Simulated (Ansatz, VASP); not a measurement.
**Bi2Te3: VASP beside Ansatz**

File INCAR:

```
PREC = Accurate ; ENCUT = 520
EDIFF = 1E-6 ; ISMEAR = 0
SIGMA = 0.01 ; LREAL = False
LASPH = True ; NELM = 60
ALGO = Normal ; ISIF = 2
LWAVE = False ; LCHARG = False
LDIPOL = True ; IDIPOL = 3
DIPOL = 0.5 0.5 0.500 ; GGA = PE
NBANDS = 59
```

KPOINTS

```
regular mesh
0
Gamma
  9 9 1
```

Contents of POSCAR:

```
Bi2Te3
1.0
    4.4688133036      0.0000000000      0.0000000000
   -2.2344066518      3.8701058457      0.0000000000
    0.0000000000      0.0000000000     32.4659164882
Bi Te
4 6
Direct
    0.6666666667      0.3333333333      0.2310114979
    0.0000000000      0.0000000000      0.4653881506
    0.3333333333      0.6666666667      0.5346118494
    0.6666666667      0.3333333333      0.7689885021
    0.0000000000      0.0000000000      0.2861947607
    0.3333333333      0.6666666667      0.3482002818
    0.6666666667      0.3333333333      0.4102045633
    0.6666666667      0.3333333333      0.5897951122
    0.0000000000      0.0000000000      0.6518006333
    0.3333333333      0.6666666667      0.7138049148
```

Input for Ansatz:

```yaml
crystal:
  lattice:
    - [4.4688133036, 0.0, 0.0]
    - [-2.2344066518, 3.8701058457, 0.0]
    - [0.0, 0.0, 32.4659164882]
  atoms:
    - { symbol: Bi, position: [0.6666666667, 0.3333333333, 0.2310114979] }
    - { symbol: Te, position: [0.0, 0.0, 0.2861947607] }
    - { symbol: Te, position: [0.3333333333, 0.6666666667, 0.3482002818] }
    - { symbol: Te, position: [0.6666666667, 0.3333333333, 0.4102045633] }
    - { symbol: Bi, position: [0.0, 0.0, 0.4653881506] }
    - { symbol: Bi, position: [0.3333333333, 0.6666666667, 0.5346118494] }
    - { symbol: Te, position: [0.6666666667, 0.3333333333, 0.5897951122] }
    - { symbol: Te, position: [0.0, 0.0, 0.6518006333] }
    - { symbol: Te, position: [0.3333333333, 0.6666666667, 0.7138049148] }
    - { symbol: Bi, position: [0.6666666667, 0.3333333333, 0.7689885021] }
basis:
  ecutwfc: 420
kpoints:
  mp_grid: { grid: [9, 9, 1] }
hamiltonian:
  xc: pbe
scf:
  occupations: { method: gaussian, width: 0.01 }
  max_iter: 84
output:
  forces: true
  stress: true
  eigenvalues: true
efield:
  axis: 3
  dipole_correction: true
  ramp_width: 0.04
```

Alike in both runs: task single point; functional PBE; k mesh 9 × 9 × 1; occupations gaussian, width 0.01 eV; no spin polarisation.

```csv
,VASP,Ansatz
version,VASP 6.6.1,Ansatz 0.2.0
potentials or method,"VASP PAW PBE potentials, release 64 (Bi_d, Te), cutoff 520 eV","scalar-relativistic, plane waves, PAW"
valence electrons in the cell,96,156
```

```csv
,VASP,Ansatz,Ansatz less VASP
gap on the k mesh at the Fermi level (eV),none,none,-
rms of the force components (eV/Å),0.125,0.129,+0.0036
```

A gap of «none» marks a metal or a gap that the smearing closes. VASP's potentials hold 96 valence electrons a cell and Ansatz's 156, so a difference there can come from the potentials and not from the codes.

Spin-orbit coupling is off throughout.
